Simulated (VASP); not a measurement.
# Ge2H3 in VASP: notebook, part 2 of 2

VASP 6.6.1.

### Step 3. Single point, PBE

This run uses another cell than the first one.

INCAR reads:

```
PREC     = Accurate       # precision mode
ENCUT    = 520            # plane-wave cutoff, eV
EDIFF    = 1E-7           # SCF threshold, eV
ISMEAR   = 0              # smearing method
SIGMA    = 0.05           # smearing width, eV
LREAL    = Auto         
LASPH    = True           # aspherical terms in the spheres
NELM     = 100            # most SCF steps
ALGO     = Normal         # electronic algorithm
ISIF     = 2              # what is computed and relaxed
LWAVE    = False          # write WAVECAR
LCHARG   = False          # write CHGCAR
GGA      = PE             # functional
NBANDS   = 78             # bands
```

KPOINTS reads:

```
regular mesh
0
Gamma
  1 1 10
```

POSCAR reads:

```
Ge2H3
1.0
   15.1000000000      0.0000000000      0.0000000000
    0.0000000000     16.8000000000      0.0000000000
    0.0000000000      0.0000000000      5.7610729055
Ge H
8 12
Direct
    0.6430730026      0.5000000000      0.5000000000
    0.3569269974      0.4142697484      0.2500000000
    0.3569269974      0.5857302516      0.7500000000
    0.4523089991      0.5000000000      0.0000000000
    0.5476910009      0.4142697484      0.7500000000
    0.4523089991      0.3285394969      0.5000000000
    0.4523089991      0.6714605031      0.5000000000
    0.5476910009      0.5857302516      0.2500000000
    0.7019550831      0.4470762253      0.3456677377
    0.7019550831      0.5529237747      0.6543322623
    0.2980449169      0.4671935231      0.4043322623
    0.2980449169      0.3613459738      0.0956677377
    0.2980449169      0.5328064769      0.5956677377
    0.2980449169      0.6386540262      0.9043322623
    0.6065730813      0.3613459738      0.9043322623
    0.3934269187      0.2756157222      0.6543322623
    0.5111910796      0.2756157222      0.3456677377
    0.3934269187      0.7243842778      0.3456677377
    0.5111910796      0.7243842778      0.6543322623
    0.6065730813      0.6386540262      0.0956677377
```

Potentials or basis: VASP PAW PBE potentials, release 64 (Ge_d, H).

Command:

```bash
> cat potpaw_PBE.64/Ge_d/POTCAR potpaw_PBE.64/H/POTCAR > POTCAR
> mpirun -np 1 vasp_std > vasp.out
```

OUTCAR:

```text
PREC = Accurate
   ENCUT = 520
   EDIFF = 1E-7
   ISMEAR = 0
   LREAL = Auto
   LASPH = True
   NELM = 100
   ISIF = 2
   GGA = PE

 ion  position               nearest neighbor table
   1  0.643  0.500  0.500-   9 1.54  10 1.54   5 2.49   8 2.49
   2  0.357  0.414  0.250-  12 1.54  11 1.54   6 2.49   4 2.49
   3  0.357  0.586  0.750-  14 1.54  13 1.54   7 2.49   4 2.49
   4  0.452  0.500  0.000-   2 2.49   3 2.49   5 2.49   8 2.49
   5  0.548  0.414  0.750-  15 1.54   6 2.49   1 2.49   4 2.49
   6  0.452  0.329  0.500-  16 1.54  17 1.54   2 2.49   5 2.49
   7  0.452  0.671  0.500-  18 1.54  19 1.54   3 2.49   8 2.49
[... 692 lines left out ...]
  Total       -2.5675666     -1.4057998     -1.1499925      0.0000000      1.4629453      0.0000000
  in kB       -2.8147686     -1.5411484     -1.2607123      0.0000000      1.6037958      0.0000000
  external PRESSURE =      -1.8722098 kB  Pullay stress =       0.0000000 kB

 VOLUME and BASIS-vectors are now :
 -----------------------------------------------------------------------------
  energy-cutoff  :      520.00
  volume of cell :     1461.47
      direct lattice vectors                 reciprocal lattice vectors
    15.100000000  0.000000000  0.000000000     0.066225166  0.000000000  0.000000000
     0.000000000 16.800000000  0.000000000     0.000000000  0.059523810  0.000000000
     0.000000000  0.000000000  5.761072905     0.000000000  0.000000000  0.173578779

 POSITION                                       TOTAL-FORCE (eV/Angst)
 -----------------------------------------------------------------------------------
      9.71040      8.40000      2.88054        -0.544872      0.000000     -0.000000
      5.38960      6.95973      1.44027         0.586354     -0.274829     -0.129985
      5.38960      9.84027      4.32080         0.586354      0.274829      0.129985
      6.82987      8.40000      0.00000        -0.045213      0.000000     -0.000000
      8.27013      6.95973      4.32080        -0.283951      0.264844     -0.398946
      6.82987      5.51946      2.88054        -0.039032      0.574364      0.020462
[... 12 lines left out ...]
      7.71899     12.16966      3.76966        -0.000722      0.061791      0.023897
      9.15925     10.72939      0.55115         0.091267      0.089521     -0.112292
 -----------------------------------------------------------------------------------
    total drift:                                0.004299     -0.000000      0.000003

  FREE ENERGIE OF THE ION-ELECTRON SYSTEM (eV)
  ---------------------------------------------------
  free  energy   TOTEN  =       -74.1211954326 eV

  energy  without entropy=      -74.1211954326  energy(sigma->0) =      -74.12119543
```

Wall time 54 min (1 thread of Intel Xeon 8259CL, shared host); peak memory 1.4 GiB.

What came out:

| Property | Result |
| --- | --- |
| Free energy | -74.1212 eV |
| Largest force | 0.660 eV/Å |
| Band gap on the k mesh | 3.74 eV (least direct gap 3.77 eV) |

Forces in eV/Å, atoms in the order of the input:
```
Ge  -0.545  0.000  0.000
Ge   0.586 -0.275 -0.130
Ge   0.586  0.275  0.130
Ge  -0.045  0.000  0.000
Ge  -0.284  0.265 -0.399
Ge  -0.039  0.574  0.020
Ge  -0.039 -0.574 -0.020
Ge  -0.284 -0.265  0.399
H    0.085 -0.019 -0.018
H    0.085  0.019  0.018
H   -0.087 -0.184 -0.174
H   -0.050 -0.053 -0.079
H   -0.087  0.184  0.174
H   -0.050  0.053  0.079
H    0.091 -0.090  0.112
H   -0.007 -0.094  0.025
H   -0.001 -0.062 -0.024
H   -0.007  0.094 -0.025
H   -0.001  0.062  0.024
H    0.091  0.090 -0.112
```

Levels at points of the mesh, in eV from the valence-band top:
```csv
k point,band 60,band 61,band 62,band 63,band 64,band 65
"(0.00, 0.00, 0.00)",-0.27,-0.11,0.00,3.86,4.17,4.27
"(0.00, 0.00, 0.50)",-0.19,-0.17,-0.03,3.74,4.02,4.13
```
